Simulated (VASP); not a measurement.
Wanted: the native input for a VASP 6.6.1 run.

| Property | Result |
| --- | --- |
| Task | single point |
| Functional | PBE |
| Potentials or basis | VASP PAW PBE potentials, release 64 (K_sv, Ta_pv, O) |
| Cutoff | 520 eV |
| k mesh | 6 × 6 × 6 |
| Occupations | fermi-dirac, width 0.02 eV |
| Spin | no spin polarisation |
| Dipole correction | no |
| Further INCAR settings | ALGO = Normal; EDIFF = 1e-06; NBANDS = 27 |

The structure of KTaO3 lies in POSCAR:

```
KTaO3
1.0
    3.9901311030      0.0000000000      0.0000000000
    0.0000000000      3.9901311030      0.0000000000
    0.0000000000      0.0000000000      4.1098350361
K Ta O
1 1 3
Direct
    0.0000000000      0.0000000000      0.0000000000
    0.5000000000      0.5000000000      0.5000000000
    0.5000000000      0.5000000000      0.0000000000
    0.5000000000      0.0000000000      0.5000000000
    0.0000000000      0.5000000000      0.5000000000
```

This cell differs from its parent crystal: uniaxial z strain +3.0%.

These files were run (other wordings do the same):

INCAR

```
SYSTEM = KTaO3
PREC = Accurate ; ENCUT = 520
EDIFF = 1E-6 ; ISMEAR = -1
SIGMA = 0.02 ; LREAL = .FALSE.
LASPH = .TRUE. ; NELM = 60
ALGO = Normal ; ISIF = 2
LWAVE = .FALSE. ; LCHARG = .FALSE.
GGA = PE ; NBANDS = 27
```

KPOINTS

```
regular mesh
0
G
  6 6 6
  0 0 0
```

Potentials or basis: VASP PAW PBE potentials, release 64 (K_sv, Ta_pv, O).

Command:

```bash
$ cat potpaw_PBE.64/K_sv/POTCAR potpaw_PBE.64/Ta_pv/POTCAR potpaw_PBE.64/O/POTCAR > POTCAR
$ mpirun -np 1 vasp_std > vasp.out
```

It gave:

| Quantity | Value |
| --- | --- |
| Pressure | 0.2 GPa |
| Band gap on the k mesh | 2.07 eV (least direct gap 2.69 eV) |

Caveat: the cell differs from its parent crystal (uniaxial z strain +3.0%); spin-orbit coupling is left out, which moves the levels of the heavy elements.

Run time: 98 s on 1 thread of Intel Xeon 8259CL, with other jobs on the host, peak memory 0.22 GiB.
